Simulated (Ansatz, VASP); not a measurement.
**Two plane-wave programs on V**

File INCAR:

```
PREC = Accurate
ENCUT = 520
EDIFF = 1E-7
ISMEAR = -1
SIGMA = 0.1
LREAL = F
LASPH = T
NELM = 80
ALGO = Normal
ISIF = 2
LWAVE = F
LCHARG = F
GGA = PS
NBANDS = 26
```

Contents of KPOINTS:

```
regular mesh
0
Gamma
  9 9 15
```

File POSCAR:

```
V
1.0
    4.4017046574      0.0000000000      0.0000000000
   -2.2008523287      3.8119880532      0.0000000000
    0.0000000000      0.0000000000      2.3520837564
V
3
Direct
    0.0000000000      0.0000000000      0.0000000000
    0.3333333333      0.6666666667      0.5000000000
    0.6666666667      0.3333333333      0.5000000000
```

Input for Ansatz:

```yaml
crystal:
  lattice:
    - [4.4017046574, 0.0, 0.0]
    - [-2.2008523287, 3.8119880532, 0.0]
    - [0.0, 0.0, 2.3520837564]
  atoms:
    - { symbol: V, position: [0.0, 0.0, 0.0] }
    - { symbol: V, position: [0.3333333333, 0.6666666667, 0.5] }
    - { symbol: V, position: [0.6666666667, 0.3333333333, 0.5] }
hamiltonian:
  xc: pbesol
  pseudopotentials:
    kind: paw
    azcp:
      V: "pseudopotentials/V.paw.azcp"
basis:
  ecutwfc: 420
  fft_grid_basis: typed
kpoints:
  mp_grid: { grid: [9, 9, 15], shift: [0, 0, 0] }
magnetization:
  spin_polarized: false
scf:
  occupations: { method: fermi_dirac, width: 0.1 }
  lower_state_search: "off"
output:
  stress: true
```

Alike in both runs: task single point; functional PBEsol; k mesh 9 × 9 × 15; occupations fermi-dirac, width 0.1 eV; no spin polarisation.

|  | VASP | Ansatz |
| --- | --- | --- |
| version | VASP 6.6.1 | Ansatz 0.2.0 |
| potentials or method | VASP PAW PBE potentials, release 64 (V_sv), cutoff 520 eV | plane waves (420 eV) with PAW, scalar-relativistic |
| valence electrons in the cell | 39 | 39 |

Ansatz gave:

```
pressure (GPa)                                                : -0.2
traceless stress, the component that is largest in VASP (GPa) : 0.09
```

**Question.** Which values does VASP return?

**Answer.** Pressure (GPa): 0.1; traceless stress, the component that is largest in VASP (GPa): 0.32.

VASP's potentials were made for PBE, not for PBEsol, and Ansatz warns of the same on its side.
